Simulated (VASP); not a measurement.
# NiO (Fm-3m) in VASP: a series of runs

NiO is run at these levels: PBE; tasks: single point.

All numbers are computed with VASP 6.6.1; they aren't measurements. Logs are shortened: lines on timing, memory, paths and dates and some standing lists are left out, and cuts for length are marked.

## 1. The cell of the first run

The structure is cubic, space group Fm-3m (No. 225). The conventional cell has a = 4.172 Å, b = 4.172 Å, c = 4.172 Å, α = 90.00°, β = 90.00°, γ = 90.00°. Ni (site symmetry m-3m) has 6 O at 2.09 Å within 2.8 Å. Within 2.8 Å of O (site symmetry m-3m) lie 6 Ni at 2.09 Å.

## 2. Single point, PBE, collinear spin, ferromagnetic start

INCAR

```
SYSTEM = NiO
ALGO = Normal
EDIFF = 1E-6
ENCUT = 520
GGA = PE
ISIF = 2
ISMEAR = 0
ISPIN = 2
LASPH = .TRUE.
LCHARG = .FALSE.
LMAXMIX = 4
LORBIT = 11
LREAL = .FALSE.
LWAVE = .FALSE.
MAGMOM = 1 0
NBANDS = 19
NELM = 150
PREC = Accurate
SIGMA = 0.028999999999999998
```

KPOINTS

```
k-points
0
G
  11 11 11
  0 0 0
```

POSCAR

```
NiO
1.0
    0.0000000000      2.0859016414      2.0859016414
    2.0859016414      0.0000000000      2.0859016414
    2.0859016414      2.0859016414      0.0000000000
Ni O
1 1
Direct
    0.0000000000      0.0000000000      0.0000000000
    0.5000000000      0.5000000000      0.5000000000
```

Potentials or basis: VASP PAW PBE potentials, release 64 (Ni, O).

Started as:

```
$ cat potpaw_PBE.64/Ni/POTCAR potpaw_PBE.64/O/POTCAR > POTCAR
$ mpirun -np 1 vasp_std > vasp.out
```

OUTCAR:

```text
SYSTEM = NiO
   EDIFF = 1E-6
   ENCUT = 520
   GGA = PE
   ISIF = 2
   ISMEAR = 0
   ISPIN = 2
   LASPH = .TRUE.
   LORBIT = 11
   LREAL = .FALSE.
   NELM = 150
   PREC = Accurate

 ion  position               nearest neighbor table
   1  0.000  0.000  0.000-   2 2.09   2 2.09   2 2.09   2 2.09   2 2.09   2 2.09
   2  0.500  0.500  0.500-   1 2.09   1 2.09   1 2.09   1 2.09   1 2.09   1 2.09

  LATTYP: Found a face centered cubic cell.
 ALAT       =     4.1718032828

  Lattice vectors:

 A1 = (   0.0000000000,   2.0859016414,   2.0859016414)
 A2 = (   2.0859016414,   0.0000000000,   2.0859016414)
 A3 = (   2.0859016414,   2.0859016414,   0.0000000000)

Analysis of symmetry for initial positions (statically):
=====================================================================
 Subroutine PRICEL returns:
 Original cell was already a primitive cell.

 Routine SETGRP: Setting up the symmetry group for a
 face centered cubic supercell.

 Subroutine GETGRP returns: Found 48 space group operations
 (whereof 48 operations were pure point group operations)
 out of a pool of 48 trial point group operations.

The static configuration has the point symmetry O_h .

Analysis of symmetry for dynamics (positions and initial velocities):
=====================================================================
 Subroutine PRICEL returns:
 Original cell was already a primitive cell.

 Routine SETGRP: Setting up the symmetry group for a
 face centered cubic supercell.

 Subroutine GETGRP returns: Found 48 space group operations
 (whereof 48 operations were pure point group operations)
 out of a pool of 48 trial point group operations.

The dynamic configuration has the point symmetry O_h .

Analysis of structural, dynamic, and magnetic symmetry:
=====================================================================
 Subroutine PRICEL returns:
 Original cell was already a primitive cell.

 Routine SETGRP: Setting up the symmetry group for a
 face centered cubic supercell.

 Subroutine GETGRP returns: Found 48 space group operations
 (whereof 48 operations were pure point group operations)
 out of a pool of 48 trial point group operations.

The overall configuration has the point symmetry O_h .

 Subroutine INISYM returns: Found 48 space group operations
 (whereof 48 operations are pure point group operations),
 and found     1 'primitive' translations

----------------------------------------------------------------------------------------

                                     Primitive cell

  volume of cell :      18.1515

  direct lattice vectors                    reciprocal lattice vectors
     0.000000000  2.085901641  2.085901641    -0.239704495  0.239704495  0.239704495
     2.085901641  0.000000000  2.085901641     0.239704495 -0.239704495  0.239704495
     2.085901641  2.085901641  0.000000000     0.239704495  0.239704495 -0.239704495

  length of vectors
     2.949910391  2.949910391  2.949910391     0.415180364  0.415180364  0.415180364

  position of ions in fractional coordinates (direct lattice)
     0.000000000  0.000000000  0.000000000
     0.500000000  0.500000000  0.500000000

  ion indices of the primitive-cell ions
   primitive index   ion index
                 1           1
                 2           2

----------------------------------------------------------------------------------------

 KPOINTS: k-points

Automatic generation of k-mesh.
 Grid dimensions read from file:
 generate k-points for:   11   11   11

 Generating k-lattice:

  Cartesian coordinates                     Fractional coordinates (reciprocal lattice)
    -0.021791318  0.021791318  0.021791318     0.090909091  0.000000000  0.000000000
     0.021791318 -0.021791318  0.021791318     0.000000000  0.090909091  0.000000000
     0.021791318  0.021791318 -0.021791318     0.000000000  0.000000000  0.090909091

  Length of vectors
     0.037743669  0.037743669  0.037743669

  Shift w.r.t. Gamma in fractional coordinates (k-lattice)
     0.000000000  0.000000000  0.000000000

 Subroutine IBZKPT returns following result:
 ===========================================

 Found     56 irreducible k-points:

 Following reciprocal coordinates:
            Coordinates               Weight
  0.000000  0.000000  0.000000      1.000000
  0.090909  0.000000  0.000000      8.000000
  0.181818  0.000000  0.000000      8.000000
  0.272727  0.000000  0.000000      8.000000
  0.363636  0.000000  0.000000      8.000000
  0.454545  0.000000  0.000000      8.000000
[... 16 lines left out ...]
 -0.272727  0.181818  0.000000     24.000000
 -0.181818  0.181818  0.000000     12.000000
 [... further k-points ...]
   k-points           NKPTS =     56   k-points in BZ     NKDIM =     56   number of bands    NBANDS=     19
   number of dos      NEDOS =    301   number of ions     NIONS =      2
   total plane-waves  NPLWV =  13824
   dimension x,y,z NGX =    24 NGY =   24 NGZ =   24
   dimension x,y,z NGXF=    48 NGYF=   48 NGZF=   48
   ions per type =               1   1
   NGX,Y,Z   is equivalent  to a cutoff of  13.53, 13.53, 13.53 a.u.
   NGXF,Y,Z  is equivalent  to a cutoff of  27.05, 27.05, 27.05 a.u.
 SYSTEM =  NiO
   PREC   = accura    normal or accurate (medium, high low for compatibility)
   ISTART =      0    job   : 0-new  1-cont  2-samecut
   ICHARG =      2    charge: 1-file 2-atom 10-const
   ISPIN  =      2    spin polarized calculation?
   LNONCOLLINEAR =      F non collinear calculations
   LSORBIT =      F    spin-orbit coupling
   LASPH  =      T    aspherical Exc in radial PAW
   ENCUT  =  520.0 eV  38.22 Ry    6.18 a.u.   5.48  5.48  5.48*2*pi/ulx,y,z
   NELM   =    150;   NELMIN=  2; NELMDL= -5     # of ELM steps
   EDIFF  = 0.1E-05   stopping-criterion for ELM
   LREAL  =      F    real-space projection
   EDIFFG = 0.1E-04   stopping-criterion for IOM
   NSW    =      0    number of steps for IOM
   IBRION =     -1    ionic relax: 0-MD 1-quasi-New 2-CG
   NFREE  =      0    steps in history (QN), initial steepest desc. (CG)
   ISIF   =      2    stress and relaxation
   ISYM   =      2    0-nonsym 1-usesym 2-fastsym
   POTIM  = 0.5000    time-step for ionic-motion
   TEBEG  =    0.0;   TEEND  =   0.0 temperature during run
   PSTRESS=    0.0 pullay stress
   NELECT =      16.0000    total number of electrons
   NUPDOWN=      -1.0000    fix difference up-down
   EMIN   =  10.00;   EMAX   =-10.00  energy-range for DOS
   EFERMI =   0.00;   METHOD = LEGACY
   ISMEAR =     0;   SIGMA  =   0.03  broadening in eV -4-tet -1-fermi 0-gaus
   EFERMI_NEDOS =   21; number of points for ismear=-14 and -15
   IALGO  =     38    algorithm
   IMIX   =      4    mixing-type and parameters
     AMIX     =   0.40;   BMIX     =  1.00
     AMIX_MAG =   1.60;   BMIX_MAG =  1.00
  volume/ion in A,a.u.               =       9.08        61.25
  Fermi-wavevector in a.u.,A,eV,Ry     =   1.569680  2.966264 33.523312  2.463894
  Thomas-Fermi vector in A             =   2.671526
   LORBIT       =     11    0 simple, 1 ext, 2 COOP (PROOUT), +10 PAW based schemes
   GGA     = PE    functional components
   LHFCALC =     F    Hartree Fock is set to
   AEXX    =    0.0000 exact exchange contribution
   IVDW    =     0    specifies the selected vdW correction
   LEPSILON=     F    determine dielectric tensor
   LRPA    =     F    only Hartree local field effects (RPA)
 spin polarized calculation
 Gauss-broadening in eV      SIGMA  =   0.03
  energy-cutoff  :      520.00
  volume of cell :       18.15
 maximum number of plane-waves:       531
 NGX is ok and might be reduce to    24
   NGX = 11   NGY = 11   NGZ = 11

 number of electron      16.0000001 magnetization       1.7616001

 Free energy of the ion-electron system (eV)
  ---------------------------------------------------
  ext. energy  EPLUGINS =         0.00000000
  ---------------------------------------------------
  free energy    TOTEN  =       -11.46736051 eV

  energy without entropy =      -11.46670978  energy(sigma->0) =      -11.46703515

 E-fermi :   7.9177     XC(G=0): -12.6995

 val. band max:        7.8976751583   @ k =   0.3636   0.0000   0.0000
 cond. band min:       7.9197219348   @ k =   0.3636   0.2727   0.0909
 fundamental gap:      0.0220467766
 Fermi energy:         7.9177233131

 spin component 1

 k-point     1 :       0.0000    0.0000    0.0000
  band No.  band energies     occupation
      1     -12.4454      1.00000
      2       4.7853      1.00000
      3       4.7854      1.00000
      4       4.9483      1.00000
      5       4.9483      1.00000
      6       4.9483      1.00000
[... 11 lines left out ...]
     18      33.9100      0.00000
     19      33.9100      0.00000

 k-point     2 :       0.0909    0.0000    0.0000
  band No.  band energies     occupation
      1     -12.3509      1.00000
      2       4.0379      1.00000
      3       4.0379      1.00000
      4       4.1099      1.00000
      5       5.2578      1.00000
      6       5.2578      1.00000
[... 11 lines left out ...]
     18      35.2882      0.00000
     19      35.2882      0.00000

 k-point     3 :       0.1818    0.0000    0.0000
  band No.  band energies     occupation
      1     -12.0868      1.00000
      2       2.7744      1.00000
      3       3.2909      1.00000
      4       3.2909      1.00000
      5       5.4193      1.00000
      6       5.4193      1.00000
[... 434 lines left out ...]
      1     -11.2997      1.00000
      2       0.7072      1.00000
      3       2.1761      1.00000
      4       2.5393      1.00000
      5       5.5663      1.00000
      6       5.7623      1.00000
[... 11 lines left out ...]
     18      38.8728      0.00000
     19      40.2138      0.00000

 k-point    24 :      -0.1818    0.1818    0.0000
  band No.  band energies     occupation
      1     -11.6157      1.00000
      2       1.3160      1.00000
      3       2.4286      1.00000
      4       3.1066      1.00000
      5       5.3848      1.00000
      6       5.6019      1.00000
[... 11 lines left out ...]
     18      38.9060      0.00000
     19      40.0353      0.00000

 [... further k-points ...]

 spin component 2

 k-point     1 :       0.0000    0.0000    0.0000
  band No.  band energies     occupation
      1     -12.0027      1.00000
      2       5.4623      1.00000
      3       5.4623      1.00000
      4       5.4623      1.00000
      5       6.0847      1.00000
      6       6.0849      1.00000
[... 11 lines left out ...]
     18      34.5149      0.00000
     19      34.5152      0.00000

 k-point     2 :       0.0909    0.0000    0.0000
  band No.  band energies     occupation
      1     -11.9055      1.00000
      2       4.6355      1.00000
      3       5.0570      1.00000
      4       5.0571      1.00000
      5       6.2111      1.00000
      6       6.2112      1.00000
[... 11 lines left out ...]
     18      35.8767      0.00000
     19      35.8768      0.00000

 k-point     3 :       0.1818    0.0000    0.0000
  band No.  band energies     occupation
      1     -11.6332      1.00000
      2       3.2473      1.00000
      3       4.3941      1.00000
      4       4.3942      1.00000
      5       6.4056      1.00000
      6       6.4057      1.00000
[... 434 lines left out ...]
      1     -10.8130      1.00000
      2       1.2102      1.00000
      3       3.1210      1.00000
      4       3.3540      1.00000
      5       6.6310      1.00000
      6       7.0714      1.00000
[... 11 lines left out ...]
     18      39.2929      0.00000
     19      40.7583      0.00000

 k-point    24 :      -0.1818    0.1818    0.0000
  band No.  band energies     occupation
      1     -11.1438      1.00000
      2       1.8845      1.00000
      3       3.6176      1.00000
      4       3.6385      1.00000
      5       6.4450      1.00000
      6       6.9993      1.00000
[... 11 lines left out ...]
     18      39.3224      0.00000
     19      40.2586      0.00000

 [... further k-points ...]

------------------------ aborting loop because EDIFF is reached ----------------------------------------

  FORCE on cell =-STRESS in cart. coord.  units (eV):
  Direction    XX          YY          ZZ          XY          YZ          ZX
  --------------------------------------------------------------------------------------
  -------------------------------------------------------------------------------------
  Total        0.6673126      0.6673126      0.6673126     -0.0000000     -0.0000000      0.0000000
  in kB       58.9017804     58.9017804     58.9017804     -0.0000000     -0.0000000      0.0000000
  external PRESSURE =      58.9017804 kB  Pullay stress =       0.0000000 kB

 VOLUME and BASIS-vectors are now :
 -----------------------------------------------------------------------------
  energy-cutoff  :      520.00
  volume of cell :       18.15
      direct lattice vectors                 reciprocal lattice vectors
     0.000000000  2.085901641  2.085901641    -0.239704495  0.239704495  0.239704495
     2.085901641  0.000000000  2.085901641     0.239704495 -0.239704495  0.239704495
     2.085901641  2.085901641  0.000000000     0.239704495  0.239704495 -0.239704495

 POSITION                                       TOTAL-FORCE (eV/Angst)
 -----------------------------------------------------------------------------------
      0.00000      0.00000      0.00000         0.000000      0.000000      0.000000
      2.08590      2.08590      2.08590         0.000000      0.000000      0.000000
 -----------------------------------------------------------------------------------
    total drift:                                0.000000     -0.000000     -0.000000

  FREE ENERGIE OF THE ION-ELECTRON SYSTEM (eV)
  ---------------------------------------------------
  free  energy   TOTEN  =       -11.4673605145 eV

  energy  without entropy=      -11.4667097771  energy(sigma->0) =      -11.46703515

 total charge

# of ion       s       p       d       tot
------------------------------------------
    1        0.333   0.408   8.247   8.989
    2        1.556   3.427   0.000   4.984
--------------------------------------------------
tot          1.890   3.836   8.247  13.972

 magnetization (x)

# of ion       s       p       d       tot
------------------------------------------
    1        0.012   0.015   1.420   1.447
    2        0.028   0.243   0.000   0.271
--------------------------------------------------
tot          0.040   0.258   1.420   1.718
```

It took 53 s on 1 thread of Intel Xeon 8259CL, shared host; peak memory 0.17 GiB.

Results:

```yaml
Free_energy: -11.4674 eV
Pressure: 5.9 GPa
Net_moment: 1.76 μB per cell
Site_moments: Ni +1.45; O +0.27 μB
Valence_electrons_inside_the_program's_atomic_spheres: Ni 8.99; O 4.98
```

Levels at points of the mesh, in eV from the Fermi level:
Spin up:
| k point | band 6 | band 7 | band 8 | band 9 | band 10 | band 11 | band 12 | band 13 |
| --- | --- | --- | --- | --- | --- | --- | --- | --- |
| (0.00, 0.00, 0.00) | -2.97 | -2.65 | -2.65 | -2.65 | 1.58 | 17.90 | 18.98 | 18.98 |
Spin down:
```
           k point  band 3  band 4  band 5  band 6  band 7  band 8  band 9  band 10  band 11  band 12
(0.00, 0.00, 0.00)   -2.46   -2.46   -1.83   -1.83   -1.83   -0.58   -0.58     1.94    17.83    19.19
```

Caveat: the cell stands under pressure; a cell with one magnetic atom can't hold antiferromagnetic order, which such compounds often take; semilocal functionals often make such compounds metallic where correlation or magnetic order opens a gap, which also shifts bond lengths. With open d or f shells a metallic result of PBE can be an artefact of self-interaction; +U or a hybrid may open a gap.

(Part 1 of 2 ends here.)
